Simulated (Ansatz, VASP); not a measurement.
GdN in VASP and in Ansatz

Contents of INCAR:

```
ALGO = Normal
EDIFF = 1E-6
ENCUT = 520
GGA = PE
ISIF = 2
ISMEAR = 0
ISPIN = 2
LASPH = T
LCHARG = T
LDAU = T
LDAUJ = 0 0
LDAUL = 3 -1
LDAUPRINT = 1
LDAUTYPE = 2
LDAUU = 6 0
LELF = T
LMAXMIX = 6
LORBIT = 11
LREAL = F
LVHAR = T
LWAVE = F
MAGMOM = 7.65 -0.16
NBANDS = 22
NELM = 150
PREC = Accurate
SIGMA = 0.05
```

Contents of KPOINTS:

```
k-points
0
Gamma
  10 10 10
```

Contents of POSCAR:

```
GdN
1.0
    0.0000000000      2.5581650617      2.5581650617
    2.5581650617      0.0000000000      2.5581650617
    2.5581650617      2.5581650617      0.0000000000
Gd N
1 1
Direct
    0.5000000000      0.5000000000      0.5000000000
    0.0000000000      0.0000000000      0.0000000000
```

Input for Ansatz:

```yaml
crystal:
  lattice:
    - [0.0, 2.5581650622, 2.5581650622]
    - [2.5581650622, 0.0, 2.5581650622]
    - [2.5581650622, 2.5581650622, 0.0]
  atoms:
    - { symbol: Gd, position: [0.5, 0.5, 0.5], spin: 7.64 }
    - { symbol: "N", position: [0.0, 0.0, 0.0] }
basis:
  ecutwfc: 420
  ecutrho_ratio: 4
kpoints:
  mp_grid: { grid: [10, 10, 10] }
hamiltonian:
  xc: pbe
  hubbard:
    sites:
      - { species: Gd, l: f, u_eff: 6.0, starting_ns: start.occupation_matrices }
    ns_hold: { iters: 6 }
scf:
  occupations: { method: gaussian, width: 0.05 }
  lower_state_search: "off"
output:
  forces: true
  stress: true
  eigenvalues: true
  populations: true
  hubbard: { sites: [{ species: Gd, l: f }] }
magnetization:
  spin_polarized: true
```

Alike in both runs: task single point; functional PBE; k mesh 10 × 10 × 10; occupations gaussian, width 0.05 eV; collinear spin; Hubbard terms Gd f U = 6.0 eV.

```csv
,VASP,Ansatz
version,VASP 6.6.1,Ansatz 0.2.0
potentials or method,"VASP PAW PBE potentials, release 64 (Gd, N), cutoff 520 eV","scalar-relativistic, plane waves, PAW"
valence electrons in the cell,23,23
```

Ansatz gave:

* gap on the k mesh at the Fermi level (eV): none
* pressure (GPa): -8.8
* net moment per atom (μB): 3.50
* size of the moment on the site where the two differ most (μB): 6.95

Problem. Estimate VASP's values.

Solution. gap on the k mesh at the Fermi level (eV): none; pressure (GPa): -8.4; net moment per atom (μB): 3.50; size of the moment on the site where the two differ most (μB): 6.87.

Site moments also hang on the region over which each program counts them. The programs project onto different local orbitals, so the same U acts differently, and such runs can settle in different states. A gap of «none» marks a metal or a gap that the smearing closes. Ansatz's warnings: filled band counts differ across k points.

Spin-orbit coupling is off throughout.
